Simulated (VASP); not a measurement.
**Ti3Ag: single point with LDA**

The system is Ti3Ag.

```xyz
4
Lattice="4.1304 0.0000 0.0000 0.0000 4.1304 0.0000 0.0000 0.0000 3.8966" Properties=species:S:1:pos:R:3 pbc="T T T"
Ti    0.0000    2.0652    1.9483
Ti    2.0652    0.0000    1.9483
Ti    2.0652    2.0652    0.0000
Ag    0.0000    0.0000    0.0000
```

- Program: VASP 6.6.1
- Task: single point
- Functional: LDA
- Potentials or basis: VASP PAW LDA potentials, release 64 (Ti_sv, Ag)
- Cutoff: 520 eV
- k mesh: 9 × 9 × 9
- Occupations: fermi-dirac, width 0.08 eV
- Spin: no spin polarisation

```
Pressure               : -5.7 GPa
Band gap on the k mesh : zero (an odd number of electrons rules out a gap without spin polarisation)
```

Stress tensor (GPa, compression positive):
```
-6.38  0.00  0.00
 0.00 -6.38  0.00
 0.00  0.00 -4.19
```

Levels at points of the mesh, in eV from the Fermi level:
| k point | band 22 | band 23 | band 24 | band 25 | band 26 | band 27 |
| --- | --- | --- | --- | --- | --- | --- |
| (0.00, 0.00, 0.00) | -0.52 | -0.24 | 0.06 | 2.24 | 2.24 | 2.34 |

Run time: 72 s on 1 thread of Intel(R) Xeon(R) Platinum 8559C (Emerald Rapids) (shared host), peak memory 0.25 GiB.

Caveat: the cell stands under tension.
